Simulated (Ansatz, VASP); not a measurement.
**Two plane-wave programs on BN**

INCAR

```
PREC     = Accurate       # precision mode
ENCUT    = 600            # plane-wave cutoff, eV
EDIFF    = 1E-6           # SCF threshold, eV
ISMEAR   = 0              # smearing method
SIGMA    = 0.05           # smearing width, eV
LREAL    = F              # projectors in reciprocal space
LASPH    = T              # aspherical terms in the spheres
NELM     = 120            # most SCF steps
ALGO     = Normal         # electronic algorithm
ISIF     = 2              # what is computed and relaxed
LWAVE    = F              # write WAVECAR
LCHARG   = F              # write CHGCAR
GGA      = PS             # functional
NBANDS   = 26             # bands
GGA_COMPAT= F
```

The input KPOINTS:

```
Automatic mesh
0
Gamma
  10 6 4
```

The input POSCAR:

```
BN
1.0
    2.5037762076      0.0000000000      0.0000000000
    0.0000000000      4.3366676023      0.0000000000
    0.0000000000      0.0000000000      7.0340970058
B N
4 4
Direct
    0.0000000000      0.3333333333      0.2450526699
    0.5000000000      0.8333333333      0.2450526699
    0.5000000000      0.1666666667      0.7450526699
    1.0000000000      0.6666666667      0.7450526699
    0.0000000000      0.3333333333      0.7538181365
    0.5000000000      0.8333333333      0.7538181365
    0.5000000000      0.1666666667      0.2538181365
    1.0000000000      0.6666666667      0.2538181365
```

Input for Ansatz:

```yaml
crystal:
  lattice:
    - [2.5037762076, 0.0, 0.0]
    - [0.0, 4.3366676023, 0.0]
    - [0.0, 0.0, 7.0340970058]
  atoms:
    - { symbol: B, position: [0.0, 0.3333333333, 0.2450526699] }
    - { symbol: B, position: [0.5, 0.8333333333, 0.2450526699] }
    - { symbol: B, position: [0.5, 0.1666666667, 0.7450526699] }
    - { symbol: B, position: [1.0, 0.6666666667, 0.7450526699] }
    - { symbol: "N", position: [0.0, 0.3333333333, 0.7538181365] }
    - { symbol: "N", position: [0.5, 0.8333333333, 0.7538181365] }
    - { symbol: "N", position: [0.5, 0.1666666667, 0.2538181365] }
    - { symbol: "N", position: [1.0, 0.6666666667, 0.2538181365] }
basis:
  ecutwfc: 520.0
kpoints:
  mp_grid: { grid: [10, 6, 4] }
hamiltonian:
  xc: pbesol
  pseudopotentials: { kind: paw, azcp: { folder: soft_1 } }
scf:
  occupations: { method: gaussian, width: 0.05 }
output:
  forces: true
  stress: true
  eigenvalues: true
```

Change from the starting cell: mode 11 frozen in at +0.000 Å and mode 13 at -0.035 Å (largest displacements).

Alike in both runs: task single point; functional PBEsol; k mesh 10 × 6 × 4; occupations gaussian, width 0.05 eV; no spin polarisation.

|  | VASP | Ansatz |
| --- | --- | --- |
| version | VASP 6.6.1 | Ansatz 0.2.0 |
| potentials or method | VASP PAW PBE potentials, release 64 (B, N), cutoff 600 eV | scalar-relativistic, plane waves, PAW |
| valence electrons in the cell | 32 | 32 |

```tsv
	VASP	Ansatz	Ansatz less VASP
gap on the k mesh at the Fermi level (eV)	4.22	4.23	+0.007
least direct gap on the mesh (eV)	4.61	4.61	+0.004
pressure (GPa)	0.0	-0.3	-0.27
traceless stress, the component that is largest in VASP (GPa)	-0.75	-0.23	+0.517
rms of the force components (eV/Å)	0.456	0.456	0.0000
```

VASP's potentials were made for PBE, not for PBEsol, and Ansatz warns of the same on its side. Atom by atom the forces differ by 0.000 eV/Å (rms over components). With one functional, cell and mesh, what is left measures potentials, basis and numerics.
